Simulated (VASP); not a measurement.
# As2Pt (Pa-3) in VASP: relaxation of cell and atoms with r2SCAN

Aim: the relaxation of cell and atoms of As2Pt with r2SCAN.

All numbers are computed with VASP 6.6.1; they aren't measurements. Logs are shortened: lines on timing, memory, paths and dates and some standing lists are left out, and cuts for length are marked.

**1. The cell of the first run**

It takes space group Pa-3 (No. 205, cubic). The conventional cell has a = 5.966 Å, b = 5.966 Å, c = 5.966 Å, α = 90.00°, β = 90.00°, γ = 90.00°. As (site symmetry 3) has 1 As at 2.42 Å and 3 Pt at 2.49 Å within 3.2 Å. Pt (site symmetry -3) has 6 As at 2.49 Å within 3.3 Å.

**2. Relaxation of cell and atoms, r2SCAN**

The input, POSCAR:

```
As2Pt
1.0
    5.9665000000      0.0000000000      0.0000000000
    0.0000000000      5.9665000000      0.0000000000
    0.0000000000      0.0000000000      5.9665000000
As Pt
8 4
Direct
    0.3830000000      0.3830000000      0.3830000000
    0.1170000000      0.6170000000      0.8830000000
    0.8830000000      0.1170000000      0.6170000000
    0.6170000000      0.8830000000      0.1170000000
    0.6170000000      0.6170000000      0.6170000000
    0.8830000000      0.3830000000      0.1170000000
    0.1170000000      0.8830000000      0.3830000000
    0.3830000000      0.1170000000      0.8830000000
    0.0000000000      0.0000000000      0.0000000000
    0.5000000000      0.0000000000      0.5000000000
    0.5000000000      0.5000000000      0.0000000000
    0.0000000000      0.5000000000      0.5000000000
```

The input, INCAR.step1:

```
PREC     = Accurate       # precision mode
ENCUT    = 550            # plane-wave cutoff, eV
ISMEAR   = 0              # smearing method
SIGMA    = 0.02           # smearing width, eV
LREAL    = F              # projectors in reciprocal space
LASPH    = T              # aspherical terms in the spheres
NELM     = 120            # most SCF steps
GGA      = PE             # functional
ALGO     = Normal         # electronic algorithm
EDIFF    = 1E-5           # SCF threshold, eV
LWAVE    = T              # write WAVECAR
LCHARG   = F              # write CHGCAR
GGA_COMPAT= F            
IBRION   = 2              # ionic algorithm
ISIF     = 3              # what is computed and relaxed
EDIFFG   = -0.005         # ionic threshold
NELMIN   = 4            
NSW      = 100            # ionic steps
KPAR     = 4
```

The input, INCAR.step2:

```
PREC     = Accurate       # precision mode
ENCUT    = 550            # plane-wave cutoff, eV
EDIFF    = 1E-7           # SCF threshold, eV
ISMEAR   = 0              # smearing method
SIGMA    = 0.02           # smearing width, eV
LREAL    = F              # projectors in reciprocal space
LASPH    = T              # aspherical terms in the spheres
NELM     = 120            # most SCF steps
ALGO     = Normal         # electronic algorithm
ISIF     = 3              # what is computed and relaxed
LWAVE    = F              # write WAVECAR
LCHARG   = F              # write CHGCAR
METAGGA  = R2SCAN         # meta-GGA
LMIXTAU  = T            
IBRION   = 2              # ionic algorithm
NSW      = 100            # ionic steps
EDIFFG   = -0.01          # ionic threshold
ISTART   = 1            
GGA_COMPAT= F            
NELMIN   = 4            
KPAR     = 4
```

The input, KPOINTS:

```
Automatic mesh
0
Gamma
  6 6 6
```

Potentials or basis: VASP PAW PBE potentials, release 64 (As, Pt).

Launch:

```
$ cat potpaw_PBE.64/As/POTCAR potpaw_PBE.64/Pt/POTCAR > POTCAR
$ cp INCAR.step1 INCAR
$ mpirun -np 4 vasp_std > vasp.out
$ cp INCAR.step2 INCAR
$ mpirun -np 4 vasp_std > vasp.out
```

OUTCAR:

```text
PREC = Accurate
   ENCUT = 550
   EDIFF = 1E-7
   ISMEAR = 0
   LREAL = F
   LASPH = T
   NELM = 120
   ISIF = 3
   METAGGA = R2SCAN
   IBRION = 2
   NSW = 100
   EDIFFG = -0.01
   ISTART = 1
   NELMIN = 4

 ion  position               nearest neighbor table
   1  0.383  0.383  0.383-   5 2.42  11 2.49  10 2.49  12 2.49
   2  0.117  0.617  0.883-   6 2.42  12 2.49  11 2.49   9 2.49
   3  0.883  0.117  0.617-   7 2.42   9 2.49  10 2.49  12 2.49
   4  0.617  0.883  0.117-   8 2.42  10 2.49   9 2.49  11 2.49
   5  0.617  0.617  0.617-   1 2.42  11 2.49  10 2.49  12 2.49
   6  0.883  0.383  0.117-   2 2.42  12 2.49  11 2.49   9 2.49
   7  0.117  0.883  0.383-   3 2.42   9 2.49  10 2.49  12 2.49
   8  0.383  0.117  0.883-   4 2.42  10 2.49   9 2.49  11 2.49
   9  0.000  0.000  0.000-   3 2.49   7 2.49   4 2.49   6 2.49   2 2.49   8 2.49
  10  0.500  0.000  0.500-   4 2.49   8 2.49   1 2.49   5 2.49   7 2.49   3 2.49
  11  0.500  0.500  0.000-   1 2.49   5 2.49   4 2.49   2 2.49   6 2.49   8 2.49
  12  0.000  0.500  0.500-   2 2.49   6 2.49   3 2.49   5 2.49   1 2.49   7 2.49

  LATTYP: Found a simple cubic cell.
 ALAT       =     5.9665000000

  Lattice vectors:

 A1 = (   5.9665000000,   0.0000000000,   0.0000000000)
 A2 = (   0.0000000000,   5.9665000000,   0.0000000000)
 A3 = (   0.0000000000,   0.0000000000,   5.9665000000)

Analysis of symmetry for initial positions (statically):
=====================================================================
 Subroutine PRICEL returns:
 Original cell was already a primitive cell.

 Routine SETGRP: Setting up the symmetry group for a
 simple cubic supercell.

 Subroutine GETGRP returns: Found 24 space group operations
 (whereof  6 operations were pure point group operations)
 out of a pool of 48 trial point group operations.

The static configuration has the point symmetry S_6 .
 The point group associated with its full space group is T_h .

Analysis of symmetry for dynamics (positions and initial velocities):
=====================================================================
 Subroutine PRICEL returns:
 Original cell was already a primitive cell.

 Routine SETGRP: Setting up the symmetry group for a
 simple cubic supercell.

 Subroutine GETGRP returns: Found 24 space group operations
 (whereof  6 operations were pure point group operations)
 out of a pool of 48 trial point group operations.

[... 107 lines left out ...]
   ions per type =               8   4
   NGX,Y,Z   is equivalent  to a cutoff of  13.37, 13.37, 13.37 a.u.
   NGXF,Y,Z  is equivalent  to a cutoff of  26.75, 26.75, 26.75 a.u.
 SYSTEM =  unknown system
   PREC   = accura    normal or accurate (medium, high low for compatibility)
   ISTART =      1    job   : 0-new  1-cont  2-samecut
   ICHARG =      0    charge: 1-file 2-atom 10-const
   ISPIN  =      1    spin polarized calculation?
   LNONCOLLINEAR =      F non collinear calculations
   LSORBIT =      F    spin-orbit coupling
   LASPH  =      T    aspherical Exc in radial PAW
   ENCUT  =  550.0 eV  40.42 Ry    6.36 a.u.  11.41 11.41 11.41*2*pi/ulx,y,z
   NELM   =    120;   NELMIN=  4; NELMDL=  0     # of ELM steps
   EDIFF  = 0.1E-06   stopping-criterion for ELM
   LREAL  =      F    real-space projection
   EDIFFG = -.1E-01   stopping-criterion for IOM
   NSW    =    100    number of steps for IOM
   IBRION =      2    ionic relax: 0-MD 1-quasi-New 2-CG
   NFREE  =      1    steps in history (QN), initial steepest desc. (CG)
   ISIF   =      3    stress and relaxation
   ISYM   =      2    0-nonsym 1-usesym 2-fastsym
   POTIM  = 0.5000    time-step for ionic-motion
   TEBEG  =    0.0;   TEEND  =   0.0 temperature during run
   PSTRESS=    0.0 pullay stress
   NELECT =      80.0000    total number of electrons
   NUPDOWN=      -1.0000    fix difference up-down
   EMIN   =  10.00;   EMAX   =-10.00  energy-range for DOS
   EFERMI =   0.00;   METHOD = LEGACY
   ISMEAR =     0;   SIGMA  =   0.02  broadening in eV -4-tet -1-fermi 0-gaus
   EFERMI_NEDOS =   21; number of points for ismear=-14 and -15
   IALGO  =     38    algorithm
   IMIX   =      4    mixing-type and parameters
     AMIX     =   0.40;   BMIX     =  1.00
     AMIX_MAG =   1.60;   BMIX_MAG =  1.00
  volume/ion in A,a.u.               =      17.70       119.45
  Fermi-wavevector in a.u.,A,eV,Ry     =   1.182275  2.234176 19.017873  1.397774
  Thomas-Fermi vector in A             =   2.318532
   LORBIT       =      0    0 simple, 1 ext, 2 COOP (PROOUT), +10 PAW based schemes
   METAGGA = R2SCAN    functional components
   LHFCALC =     F    Hartree Fock is set to
   AEXX    =    0.0000 exact exchange contribution
   IVDW    =     0    specifies the selected vdW correction
   LEPSILON=     F    determine dielectric tensor
   LRPA    =     F    only Hartree local field effects (RPA)
 conjugate gradient relaxation of ions
 non-spin polarized calculation
 Gauss-broadening in eV      SIGMA  =   0.02
  energy-cutoff  :      550.00
  volume of cell :      212.40
 maximum number of plane-waves:      6246
 NGX is ok and might be reduce to    48
   NGX = 23   NGY = 23   NGZ = 23

--------------------------------------- Ionic step        1  -------------------------------------------

 number of electron      80.0000005 magnetization

 Free energy of the ion-electron system (eV)
  ---------------------------------------------------
  ext. energy  EPLUGINS =         0.00000000
  ---------------------------------------------------
  free energy    TOTEN  =      -330.80877451 eV

  energy without entropy =     -330.80877451  energy(sigma->0) =     -330.80877451

------------------------ aborting loop because EDIFF is reached ----------------------------------------

  FORCE on cell =-STRESS in cart. coord.  units (eV):
  Direction    XX          YY          ZZ          XY          YZ          ZX
  --------------------------------------------------------------------------------------
  -------------------------------------------------------------------------------------
  Total        4.5006255      4.5006255      4.5006255      0.0000000      0.0000000      0.0000000
  in kB       33.9488077     33.9488077     33.9488077      0.0000000      0.0000000      0.0000000
  external PRESSURE =      33.9488077 kB  Pullay stress =       0.0000000 kB
[... 171 lines left out ...]
--------------------------------------- Ionic step        5  -------------------------------------------

 number of electron      80.0000015 magnetization

 Free energy of the ion-electron system (eV)
  ---------------------------------------------------
  ext. energy  EPLUGINS =         0.00000000
  ---------------------------------------------------
  free energy    TOTEN  =      -330.86267623 eV

  energy without entropy =     -330.86267623  energy(sigma->0) =     -330.86267623

 E-fermi :   7.1733     XC(G=0): -11.9046

 val. band max:        7.0793584806   @ k =   0.3333   0.3333   0.0000
 cond. band min:       7.4785604822   @ k =   0.5000   0.5000   0.5000
 fundamental gap:      0.3992020015
 Fermi energy:         7.1733209399

 k-point     1 :       0.0000    0.0000    0.0000
  band No.  band energies     occupation
      1      -7.6355      2.00000
      2      -5.6072      2.00000
      3      -5.6072      2.00000
      4      -5.6072      2.00000
      5      -3.2129      2.00000
      6      -3.2129      2.00000
[... 1252 lines left out ...]
  FREE ENERGIE OF THE ION-ELECTRON SYSTEM (eV)
  ---------------------------------------------------
  free  energy   TOTEN  =      -330.8626762269 eV

  energy  without entropy=     -330.8626762269  energy(sigma->0) =     -330.86267623

 reached required accuracy - stopping structural energy minimisation
```

OUTCAR.step1:

```text
PREC = Accurate
   ENCUT = 550
   ISMEAR = 0
   LREAL = F
   LASPH = T
   NELM = 120
   GGA = PE
   EDIFF = 1E-5
   IBRION = 2
   ISIF = 3
[... 605 lines left out ...]
 cond. band min:       7.1149001650   @ k =   0.5000   0.5000   0.5000
 fundamental gap:      0.1124105884
 Fermi energy:         7.0605439514

 k-point     1 :       0.0000    0.0000    0.0000
  band No.  band energies     occupation
      1      -6.9450      2.00000
      2      -5.0314      2.00000
      3      -5.0314      2.00000
      4      -5.0314      2.00000
      5      -2.9089      2.00000
      6      -2.9089      2.00000
[... 1252 lines left out ...]
  FREE ENERGIE OF THE ION-ELECTRON SYSTEM (eV)
  ---------------------------------------------------
  free  energy   TOTEN  =       -67.9932111371 eV

  energy  without entropy=      -67.9932108703  energy(sigma->0) =      -67.99321100

 reached required accuracy - stopping structural energy minimisation
```

OSZICAR.step1:

```text
N       E                     dE             d eps       ncg     rms          rms(c)
DAV:   1     0.450356090126E+03    0.45036E+03   -0.37365E+04  2304   0.157E+03
DAV:   2    -0.408340115214E+02   -0.49119E+03   -0.47155E+03  2704   0.279E+02
DAV:   3    -0.703731030181E+02   -0.29539E+02   -0.28956E+02  2800   0.631E+01
DAV:   4    -0.710449099641E+02   -0.67181E+00   -0.66609E+00  2696   0.969E+00
[... 64 lines left out ...]
DAV:   1    -0.679940388994E+02   -0.96934E-03   -0.14418E-02  2344   0.662E-01    0.178E-01
DAV:   2    -0.679933071708E+02    0.73173E-03   -0.39047E-03  2360   0.389E-01    0.714E-02
DAV:   3    -0.679932258920E+02    0.81279E-04   -0.27923E-04  2448   0.996E-02    0.325E-02
DAV:   4    -0.679932162295E+02    0.96625E-05   -0.15956E-04  2424   0.387E-02    0.120E-02
DAV:   5    -0.679932111371E+02    0.50924E-05   -0.25428E-05  1392   0.286E-02
   9 F= -.67993211E+02 E0= -.67993211E+02  d E =-.834076E-04
```

Wall time 10 min (4 MPI ranks of Intel Xeon 6975P-C (Granite Rapids), shared host); peak memory 0.51 GiB.

Results:

```yaml
Free_energy: -330.8627 eV
Relaxed_volume: 18.08 Å³/atom
Relaxed_cell: a = 6.009 Å, b = 6.009 Å, c = 6.009 Å, α = 90.00°, β = 90.00°, γ = 90.00°
Space_group_after_relaxing_to_0.05_Å: Pa-3 (No. 205)
Energy_gained_by_relaxing: 4.5 meV/atom
Ionic_steps: 5
Pressure_after_relaxing: 0.0 GPa
Band_gap_on_the_k_mesh: 0.40 eV, indirect (least direct gap 1.11 eV)
```

Step by step:
```
step  energy change (eV)  largest force (eV/Å)  pressure (GPa)  volume (Å³)
   1              0.0000                0.1739            3.39       212.40
   2              0.0538                0.0778           -4.62       224.14
   3             -0.0505                0.1295           -0.13       217.09
   4             -0.0539                0.0147           -0.02       217.00
   5             -0.0539                0.0002            0.00       216.99
```

Final structure:
```
As Pt
1.0
     6.00915    0.00000    0.00000
     0.00000    6.00915    0.00000
     0.00000    0.00000    6.00915
As Pt
8 4
Direct
  0.38396 0.38396 0.38396
  0.11604 0.61604 0.88396
  0.88396 0.11604 0.61604
  0.61604 0.88396 0.11604
  0.61604 0.61604 0.61604
  0.88396 0.38396 0.11604
  0.11604 0.88396 0.38396
  0.38396 0.11604 0.88396
  0.00000 0.00000 0.00000
  0.50000 0.00000 0.50000
  0.50000 0.50000 0.00000
  0.00000 0.50000 0.50000
```

Levels at points of the mesh, in eV from the valence-band top:
| k point | band 36 | band 37 | band 38 | band 39 | band 40 | band 41 | band 42 | band 43 | band 44 | band 45 |
| --- | --- | --- | --- | --- | --- | --- | --- | --- | --- | --- |
| (0.00, 0.00, 0.00) | -2.55 | -2.55 | -0.99 | -0.99 | -0.99 | 0.79 | 0.79 | 0.79 | 1.99 | 4.27 |
| (0.50, 0.00, 0.00) | -1.95 | -1.25 | -1.25 | -0.91 | -0.91 | 1.69 | 1.69 | 1.81 | 1.81 | 2.88 |
| (0.50, 0.50, 0.00) | -2.08 | -0.56 | -0.56 | -0.56 | -0.56 | 2.10 | 2.10 | 2.10 | 2.10 | 2.43 |
| (0.50, 0.50, 0.50) | -1.08 | -0.71 | -0.71 | -0.71 | -0.71 | 0.40 | 0.40 | 0.40 | 0.40 | 3.09 |

Caveat: the PAW data sets were made with another functional, which shifts forces and pressure a little; spin-orbit coupling is left out, which moves the levels of the heavy elements.
